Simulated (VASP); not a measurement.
# Si2Mo (I4/mmm) in VASP: settings compared, part 2 of 2

VASP 6.6.1. The steps go on from the part before.

## Step 4: Relaxation of cell and atoms, PBEsol+D3(BJ)

This run uses another cell than the first one, of 13.42 Å³/atom.

File INCAR:

```
PREC = Accurate ; ENCUT = 600
EDIFF = 1E-7 ; ISMEAR = -1
SIGMA = 0.05 ; LREAL = False
LASPH = True ; NELM = 60
ALGO = Normal ; ISIF = 3
LWAVE = False ; LCHARG = False
GGA = PS ; IVDW = 12
IBRION = 2 ; NSW = 60
EDIFFG = -0.01
```

File KPOINTS:

```
regular mesh
0
Gamma
  12 12 12
```

File POSCAR:

```
Si2Mo
1.0
   -1.6000000000      1.6000000000      3.9305000000
    1.6000000000     -1.6000000000      3.9305000000
    1.6000000000      1.6000000000     -3.9305000000
Mo Si
1 2
Direct
    0.0000000000      0.0000000000      0.0000000000
    0.6670000000      0.6670000000      0.0000000000
    0.3330000000      0.3330000000      0.0000000000
```

Run with:

```
cat potpaw_PBE.64/Mo_sv/POTCAR potpaw_PBE.64/Si/POTCAR > POTCAR
mpirun -np 1 vasp_std > vasp.out
```

It took 15 min on 1 thread of Intel Xeon 8259CL, shared host; peak memory 0.31 GiB.

The run converged. Its results:

* Free energy: -26.7028 eV
* Relaxed volume: 12.90 Å³/atom
* Relaxed cell: a = 4.477 Å, b = 4.477 Å, c = 4.477 Å, α = 138.68°, β = 138.68°, γ = 59.86°
* Space group after relaxing (to 0.1 Å): I4/mmm (No. 139)
* Energy gained by relaxing: 16.2 meV/atom
* Ionic steps: 7
* Pressure after relaxing: -0.1 GPa
* Band gap on the k mesh: zero (bands 11 and 12 overlap by 0.97 eV)
* Dispersion energy per atom: -0.549 eV

Forces in eV/Å, atoms in the order of the input:
```
Mo   0.000  0.000  0.000
Si   0.000  0.000  0.003
Si   0.000  0.000 -0.003
```

Stress tensor (GPa, compression positive):
```
-0.08  0.00  0.00
 0.00 -0.08  0.00
 0.00  0.00  0.01
```

The path:
| step | energy change (eV) | largest force (eV/Å) | pressure (GPa) | volume (Å³) |
| --- | --- | --- | --- | --- |
| 1 | 0.0000 | 0.3257 | -8.80 | 40.25 |
| 2 | 0.1015 | 0.2470 | 19.42 | 36.11 |
| 3 | -0.0472 | 0.1529 | -0.05 | 38.69 |
| 4 | -0.0473 | 0.1490 | 0.14 | 38.66 |
| 5 | -0.0484 | 0.0159 | 0.06 | 38.68 |
| 6 | -0.0484 | 0.0135 | 0.06 | 38.68 |
| 7 | -0.0485 | 0.0026 | -0.05 | 38.71 |

Final structure:
```yaml
crystal:
  lattice:
    - [-1.57933, 1.57933, 3.87957]
    - [1.57933, -1.57933, 3.87957]
    - [1.57933, 1.57933, -3.87957]
  atoms:
    - { symbol: Mo, position: [0.00000, 0.00000, 0.00000] }
    - { symbol: Si, position: [0.66536, 0.66536, 0.00000] }
    - { symbol: Si, position: [0.33465, 0.33465, 0.00000] }
```

Levels at points of the mesh, in eV from the Fermi level:
| k point | band 8 | band 9 | band 10 | band 11 | band 12 | band 13 | band 14 | band 15 |
| --- | --- | --- | --- | --- | --- | --- | --- | --- |
| (0.00, 0.00, 0.00) | -3.27 | -2.72 | -2.72 | 0.41 | 3.02 | 3.41 | 3.68 | 3.68 |
| (0.50, 0.00, 0.00) | -4.60 | -2.73 | -2.67 | -0.55 | 2.40 | 3.18 | 4.29 | 4.37 |
| (0.50, 0.50, 0.00) | -5.17 | -4.59 | -3.23 | -1.19 | 2.46 | 2.91 | 3.26 | 3.44 |
| (0.50, 0.50, 0.50) | -2.33 | -0.61 | -0.61 | -0.45 | -0.45 | 0.56 | 4.85 | 5.60 |

Caveat: the PAW data sets were made with another functional, which shifts forces and pressure a little.

## Step 5: Relaxation of cell and atoms, BLYP+D4

This run uses another cell than the first one, of 13.42 Å³/atom.

File INCAR:

```
AGGAC    = 1.0          
AGGAX    = 1.0          
ALDAC    = 0.0          
ALDAX    = 1.0          
ALGO     = Normal         # electronic algorithm
EDIFF    = 1E-6           # SCF threshold, eV
EDIFFG   = -0.01          # ionic threshold
ENCUT    = 600            # plane-wave cutoff, eV
GGA      = B5             # functional
IBRION   = 2              # ionic algorithm
ISIF     = 3              # what is computed and relaxed
ISMEAR   = -1             # smearing method
IVDW     = 13             # dispersion correction
LASPH    = True           # aspherical terms in the spheres
LCHARG   = False          # write CHGCAR
LREAL    = False          # projectors in reciprocal space
LWAVE    = False          # write WAVECAR
NELM     = 60             # most SCF steps
NSW      = 60             # ionic steps
PREC     = Accurate       # precision mode
SIGMA    = 0.05           # smearing width, eV
VDW_A1   = 0.44488865   
VDW_A2   = 4.0933009    
VDW_S6   = 1.0          
VDW_S8   = 2.34076671
```

File KPOINTS:

```
k-points
0
Gamma
  12 12 12
```

POSCAR is that of step 4.

Run with:

```
cat potpaw_PBE.64/Mo_sv/POTCAR potpaw_PBE.64/Si/POTCAR > POTCAR
mpirun -np 1 vasp_std > vasp.out
```

It took 8 min on 1 thread of Intel Xeon Platinum 8259CL at 2.50GHz (Skylake/Cascade Lake), shared host; peak memory 0.3 GiB.

It converged, with:

```yaml
Free_energy: -22.4511 eV
Energy_gained_by_relaxing: 2.9 meV/atom
Ionic_steps: 7
Pressure_after_relaxing: 0.0 GPa
Band_gap_on_the_k_mesh: zero (bands 11 and 12 overlap by 0.91 eV)
Dispersion_energy_per_atom: -1.069 eV
```

Step by step:
| step | energy change (eV) | largest force (eV/Å) | pressure (GPa) | volume (Å³) |
| --- | --- | --- | --- | --- |
| 1 | 0.0000 | 0.3386 | -0.44 | 40.25 |
| 2 | -0.0071 | 0.0406 | 1.17 | 40.03 |
| 3 | -0.0074 | 0.0941 | 0.87 | 40.07 |
| 4 | -0.0080 | 0.0238 | -0.84 | 40.43 |
| 5 | -0.0085 | 0.0221 | -0.17 | 40.29 |
| 6 | -0.0086 | 0.0071 | 0.09 | 40.24 |
| 7 | -0.0086 | 0.0001 | 0.02 | 40.25 |

Final structure:
```
CELL_PARAMETERS angstrom
-1.60433 1.60433 3.90947
1.60433 -1.60433 3.90947
1.60433 1.60433 -3.90947
ATOMIC_POSITIONS crystal
Mo 0.00000 0.00000 0.00000
Si 0.66455 0.66455 0.00000
Si 0.33545 0.33545 0.00000
```

Levels at points of the mesh, in eV from the Fermi level:
```tsv
k point	band 7	band 8	band 9	band 10	band 11	band 12	band 13	band 14	band 15
(0.00, 0.00, 0.00)	-3.33	-2.89	-2.60	-2.60	0.34	3.10	3.51	3.51	3.66
(0.50, 0.00, 0.00)	-4.80	-4.33	-2.58	-2.47	-0.48	2.25	3.09	4.03	4.29
(0.50, 0.50, 0.00)	-5.41	-5.24	-4.35	-2.94	-1.02	2.29	2.72	3.20	3.46
(0.50, 0.50, 0.50)	-3.34	-2.08	-0.56	-0.56	-0.46	-0.46	0.48	4.78	4.98
```

Caveat: the dispersion term is far too large for a dense solid, which distorts pressure and volume; the PAW data sets were made with another functional, which shifts forces and pressure a little.

## Step 6: Overview

| task | level | cell | cutoff (eV) | gap on the mesh (eV) | pressure (GPa) | relaxed volume (Å³/atom) |
| --- | --- | --- | --- | --- | --- | --- |
| single point | PBE+D3(BJ) | a = 4.500 Å, angles 138.6, 138.6, 59.9°, 3 atoms, atomic positions A | 520 | none | 0.2 | - |
| single point | PBE+D4 | a = 4.506 Å, angles 138.6, 138.6, 60.0°, 3 atoms, atomic positions B | 520 | none | 0.2 | - |
| relaxation of cell and atoms | PBEsol+D3(BJ) | relaxed from a = 4.535 Å, angles 138.7, 138.7, 59.9°, 3 atoms, atomic positions C | 600 | none | -0.1 | 12.90 |
| relaxation of cell and atoms | BLYP+D4 | relaxed from a = 4.535 Å, angles 138.7, 138.7, 59.9°, 3 atoms, atomic positions C | 600 | none | 0.0 | 13.42 |

Alike in all rows: potentials or basis VASP PAW PBE potentials, release 64 (Mo_sv, Si); no spin polarisation; k mesh 12 × 12 × 12; smearing fermi-dirac 0.05 eV.

Caveats: the PAW data sets were made with another functional, which shifts forces and pressure a little (at least some runs); the dispersion term is far too large for a dense solid, which distorts pressure and volume (at least some runs).

Absolute energies hang on the potentials; compare differences alone.
